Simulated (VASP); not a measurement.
# O (Fd-3m) in VASP: a series of runs, part 2 of 2

VASP 6.6.1. The steps go on from the part before.

## 4. Single point, r2SCAN

POSCAR

```
O
1.0
    3.0700550000      0.0000000000      0.0000000000
    1.5350275000      2.6587456210      0.0000000000
    1.5350275000      0.8862485403      2.5066894108
O
2
Direct
    0.2500000000      0.2500000000      0.2500000000
    0.0000000000      0.0000000000      0.0000000000
```

INCAR.step1

```
PREC     = Accurate       # precision mode
ENCUT    = 520            # plane-wave cutoff, eV
ISMEAR   = -1             # smearing method
SIGMA    = 0.05           # smearing width, eV
LREAL    = F              # projectors in reciprocal space
LASPH    = T              # aspherical terms in the spheres
NELM     = 80             # most SCF steps
NBANDS   = 13             # bands
ISYM     = 0            
GGA      = PE             # functional
ALGO     = Normal         # electronic algorithm
EDIFF    = 1E-4           # SCF threshold, eV
LWAVE    = T              # write WAVECAR
LCHARG   = F              # write CHGCAR
```

INCAR.step2

```
PREC     = Accurate       # precision mode
ENCUT    = 520            # plane-wave cutoff, eV
EDIFF    = 1E-7           # SCF threshold, eV
ISMEAR   = -1             # smearing method
SIGMA    = 0.05           # smearing width, eV
LREAL    = F              # projectors in reciprocal space
LASPH    = T              # aspherical terms in the spheres
NELM     = 80             # most SCF steps
ALGO     = Normal         # electronic algorithm
ISIF     = 2              # what is computed and relaxed
LWAVE    = F              # write WAVECAR
LCHARG   = F              # write CHGCAR
METAGGA  = R2SCAN         # meta-GGA
LMIXTAU  = T            
NBANDS   = 13             # bands
ISYM     = 0            
ISTART   = 1
```

KPOINTS

```
Automatic mesh
0
Gamma
  6 6 6
  0.5 0.5 0.5
```

Potentials or basis: VASP PAW PBE potentials, release 64 (O).

On the command line:

```sh
$ cat potpaw_PBE.64/O/POTCAR > POTCAR
$ cp INCAR.step1 INCAR
$ mpirun -np 1 vasp_std > vasp.out
$ cp INCAR.step2 INCAR
$ mpirun -np 1 vasp_std > vasp.out
```

OUTCAR:

```text
PREC = Accurate
   ENCUT = 520
   EDIFF = 1E-7
   ISMEAR = -1
   LREAL = F
   LASPH = T
   NELM = 80
   ISIF = 2
   METAGGA = R2SCAN
   ISYM = 0
   ISTART = 1

 ion  position               nearest neighbor table
   1  0.250  0.250  0.250-   2 1.88   2 1.88   2 1.88   2 1.88
   2  0.000  0.000  0.000-   1 1.88   1 1.88   1 1.88   1 1.88

IMPORTANT INFORMATION: All symmetrisations will be switched off!
NOSYMM: (Re-)initialisation of all symmetry stuff for point group C_1.

----------------------------------------------------------------------------------------

                                     Primitive cell

  volume of cell :      20.4608

  direct lattice vectors                    reciprocal lattice vectors
     3.070055000  0.000000000  0.000000000     0.325727064 -0.188058608 -0.132977517
     1.535027500  2.658745621  0.000000000     0.000000000  0.376117216 -0.132977517
     1.535027500  0.886248540  2.506689411     0.000000000  0.000000000  0.398932551

  length of vectors
     3.070055000  3.070055000  3.070055000     0.398932551  0.398932551  0.398932551

  position of ions in fractional coordinates (direct lattice)
     0.250000000  0.250000000  0.250000000
     0.000000000  0.000000000  0.000000000

  ion indices of the primitive-cell ions
   primitive index   ion index
                 1           1
                 2           2

----------------------------------------------------------------------------------------

 KPOINTS: Automatic mesh

Automatic generation of k-mesh.
 Grid dimensions read from file:
 generate k-points for:    6    6    6

 Generating k-lattice:

  Cartesian coordinates                     Fractional coordinates (reciprocal lattice)
     0.054287844 -0.031343101 -0.022162919     0.166666667  0.000000000 -0.000000000
     0.000000000  0.062686203 -0.022162919     0.000000000  0.166666667  0.000000000
     0.000000000  0.000000000  0.066488758     0.000000000  0.000000000  0.166666667

  Length of vectors
     0.066488758  0.066488758  0.066488758

  Shift w.r.t. Gamma in fractional coordinates (k-lattice)
     0.500000000  0.500000000  0.500000000

 Subroutine IBZKPT returns following result:
 ===========================================

 Found    432 irreducible k-points:

 Following reciprocal coordinates:
            Coordinates               Weight
  0.083333  0.083333  0.083333      2.000000
  0.083333  0.000000 -0.000000      2.000000
  0.000000  0.000000 -0.083333      2.000000
  0.000000  0.083333 -0.000000      2.000000
  0.250000  0.083333  0.083333      2.000000
  0.083333  0.250000  0.083333      2.000000
[... 16 lines left out ...]
  0.000000  0.333333 -0.083333      2.000000
  0.333333  0.000000 -0.083333      2.000000
 [... further k-points ...]
   k-points           NKPTS =    432   k-points in BZ     NKDIM =    432   number of bands    NBANDS=     13
   number of dos      NEDOS =    301   number of ions     NIONS =      2
   total plane-waves  NPLWV =  13824
   dimension x,y,z NGX =    24 NGY =   24 NGZ =   24
   dimension x,y,z NGXF=    48 NGYF=   48 NGZF=   48
   ions per type =               2
   NGX,Y,Z   is equivalent  to a cutoff of  13.00, 13.00, 13.00 a.u.
   NGXF,Y,Z  is equivalent  to a cutoff of  25.99, 25.99, 25.99 a.u.
 SYSTEM =  unknown system
   PREC   = accura    normal or accurate (medium, high low for compatibility)
   ISTART =      1    job   : 0-new  1-cont  2-samecut
   ICHARG =      0    charge: 1-file 2-atom 10-const
   ISPIN  =      1    spin polarized calculation?
   LNONCOLLINEAR =      F non collinear calculations
   LSORBIT =      F    spin-orbit coupling
   LASPH  =      T    aspherical Exc in radial PAW
   ENCUT  =  520.0 eV  38.22 Ry    6.18 a.u.   5.71  5.71  5.71*2*pi/ulx,y,z
   NELM   =     80;   NELMIN=  2; NELMDL=  0     # of ELM steps
   EDIFF  = 0.1E-06   stopping-criterion for ELM
   LREAL  =      F    real-space projection
   EDIFFG = 0.1E-05   stopping-criterion for IOM
   NSW    =      0    number of steps for IOM
   IBRION =     -1    ionic relax: 0-MD 1-quasi-New 2-CG
   NFREE  =      0    steps in history (QN), initial steepest desc. (CG)
   ISIF   =      2    stress and relaxation
   ISYM   =      0    0-nonsym 1-usesym 2-fastsym
   POTIM  = 0.5000    time-step for ionic-motion
   TEBEG  =    0.0;   TEEND  =   0.0 temperature during run
   PSTRESS=    0.0 pullay stress
   NELECT =      12.0000    total number of electrons
   NUPDOWN=      -1.0000    fix difference up-down
   EMIN   =  10.00;   EMAX   =-10.00  energy-range for DOS
   EFERMI =   0.00;   METHOD = LEGACY
   ISMEAR =    -1;   SIGMA  =   0.05  broadening in eV -4-tet -1-fermi 0-gaus
   EFERMI_NEDOS =   21; number of points for ismear=-14 and -15
   IALGO  =     38    algorithm
   IMIX   =      4    mixing-type and parameters
     AMIX     =   0.40;   BMIX     =  1.00
     AMIX_MAG =   1.60;   BMIX_MAG =  1.00
  volume/ion in A,a.u.               =      10.23        69.04
  Fermi-wavevector in a.u.,A,eV,Ry     =   1.370337  2.589562 25.549344  1.877824
  Thomas-Fermi vector in A             =   2.496132
   LORBIT       =      0    0 simple, 1 ext, 2 COOP (PROOUT), +10 PAW based schemes
   METAGGA = R2SCAN    functional components
   LHFCALC =     F    Hartree Fock is set to
   AEXX    =    0.0000 exact exchange contribution
   IVDW    =     0    specifies the selected vdW correction
   LEPSILON=     F    determine dielectric tensor
   LRPA    =     F    only Hartree local field effects (RPA)
 non-spin polarized calculation
  energy-cutoff  :      520.00
  volume of cell :       20.46
 maximum number of plane-waves:       560
   NGX = 11   NGY = 11   NGZ = 11

 number of electron      11.9999993 magnetization

 Free energy of the ion-electron system (eV)
  ---------------------------------------------------
  ext. energy  EPLUGINS =         0.00000000
  ---------------------------------------------------
  free energy    TOTEN  =        -7.49503445 eV

  energy without entropy =       -7.48536736  energy(sigma->0) =       -7.49020090

 E-fermi :   0.5358     XC(G=0): -10.9371

 val. band max:        0.5050274413   @ k =   0.2500   0.2500   0.2500
 cond. band min:       0.5749079539   @ k =  -0.1667  -0.1667   0.4167
 fundamental gap:      0.0698805126
 Fermi energy:         0.5358345196

 k-point     1 :       0.0833    0.0833    0.0833
  band No.  band energies     occupation
      1     -22.4605      2.00000
      2     -14.1354      2.00000
      3      -3.6830      2.00000
      4      -3.6830      2.00000
      5      -3.6667      2.00000
      6      -0.0859      1.99999
      7      -0.0672      1.99999
      8      -0.0672      1.99999
      9      11.0557      0.00000
     10      24.0637      0.00000
     11      24.0637      0.00000
     12      24.1077      0.00000
     13      27.5009      0.00000

 k-point     2 :       0.0833    0.0000   -0.0000
  band No.  band energies     occupation
      1     -22.4605      2.00000
      2     -14.1354      2.00000
      3      -3.6830      2.00000
      4      -3.6830      2.00000
      5      -3.6667      2.00000
      6      -0.0859      1.99999
      7      -0.0672      1.99999
      8      -0.0672      1.99999
      9      11.0557      0.00000
     10      24.0637      0.00000
     11      24.0637      0.00000
     12      24.1078      0.00000
     13      27.5009      0.00000

 k-point     3 :       0.0000    0.0000   -0.0833
  band No.  band energies     occupation
      1     -22.4605      2.00000
      2     -14.1354      2.00000
      3      -3.6830      2.00000
      4      -3.6830      2.00000
      5      -3.6667      2.00000
      6      -0.0859      1.99999
      7      -0.0672      1.99999
      8      -0.0672      1.99999
      9      11.0557      0.00000
     10      24.0637      0.00000
     11      24.0637      0.00000
     12      24.1078      0.00000
     13      27.5009      0.00000
[... 305 lines left out ...]
 k-point    23 :       0.0000    0.3333   -0.0833
  band No.  band energies     occupation
      1     -21.1021      2.00000
      2     -16.3483      2.00000
      3      -5.3150      2.00000
      4      -4.4278      2.00000
      5      -3.8805      2.00000
      6       0.7532      0.02556
      7       0.8244      0.00621
      8       1.5533      0.00000
      9      13.6463      0.00000
     10      18.2432      0.00000
     11      21.4112      0.00000
     12      22.6336      0.00000
     13      29.6530      0.00000

 k-point    24 :       0.3333    0.0000   -0.0833
  band No.  band energies     occupation
      1     -21.1021      2.00000
      2     -16.3483      2.00000
      3      -5.3150      2.00000
      4      -4.4278      2.00000
      5      -3.8805      2.00000
      6       0.7532      0.02556
      7       0.8244      0.00621
      8       1.5533      0.00000
      9      13.6463      0.00000
     10      18.2432      0.00000
     11      21.4112      0.00000
     12      22.6336      0.00000
     13      29.6530      0.00000

 [... further k-points ...]
[... 5 lines left out ...]
  --------------------------------------------------------------------------------------
  -------------------------------------------------------------------------------------
  Total        0.0866372      0.0866795      0.0866900     -0.0000366     -0.0000150     -0.0000259
  in kB        6.7840896      6.7873978      6.7882211     -0.0028626     -0.0011709     -0.0020255
  external PRESSURE =       6.7865695 kB  Pullay stress =       0.0000000 kB

 VOLUME and BASIS-vectors are now :
 -----------------------------------------------------------------------------
  energy-cutoff  :      520.00
  volume of cell :       20.46
      direct lattice vectors                 reciprocal lattice vectors
     3.070055000  0.000000000  0.000000000     0.325727064 -0.188058608 -0.132977517
     1.535027500  2.658745621  0.000000000     0.000000000  0.376117216 -0.132977517
     1.535027500  0.886248540  2.506689411     0.000000000  0.000000000  0.398932551

 POSITION                                       TOTAL-FORCE (eV/Angst)
 -----------------------------------------------------------------------------------
      1.53503      0.88625      0.62667         0.000015      0.000009      0.000006
      0.00000      0.00000      0.00000        -0.000015     -0.000009     -0.000006
 -----------------------------------------------------------------------------------
    total drift:                               -0.000006     -0.000003     -0.000002

  FREE ENERGIE OF THE ION-ELECTRON SYSTEM (eV)
  ---------------------------------------------------
  free  energy   TOTEN  =        -7.4950344471 eV

  energy  without entropy=       -7.4853673555  energy(sigma->0) =       -7.49020090
```

Run time: 4 min. Hardware: 1 thread of Intel Xeon Platinum 8259CL at 2.50GHz (Skylake/Cascade Lake), shared host; peak memory 0.19 GiB.

What came out:

```
Free energy            : -7.4950 eV
Pressure               : 0.7 GPa
Band gap on the k mesh : zero (band 6 reaches 0.95 eV, above the bottom of band 7 at -0.07 eV)
```

Caveat: the k points lie up to 0.42 Å⁻¹ apart; the PAW data sets were made with another functional, which shifts forces and pressure a little.

## 5. Overview

| level | potentials or basis | gap on the mesh (eV) | pressure (GPa) |
| --- | --- | --- | --- |
| BLYP | VASP PAW PBE potentials, release 64 (O) | none | 10.1 |
| LDA | VASP PAW LDA potentials, release 64 (O) | none | -5.0 |
| r2SCAN | VASP PAW PBE potentials, release 64 (O) | none | 0.7 |

Alike in all rows: task single point; no spin polarisation; cell as given; k mesh 6 × 6 × 6, shifted; cutoff (eV) 520; smearing fermi-dirac 0.05 eV.

Caveats: all runs use coarse meshes; the PAW data sets were made with another functional, which shifts forces and pressure a little (some runs).

Absolute energies hang on the potentials; compare differences alone.
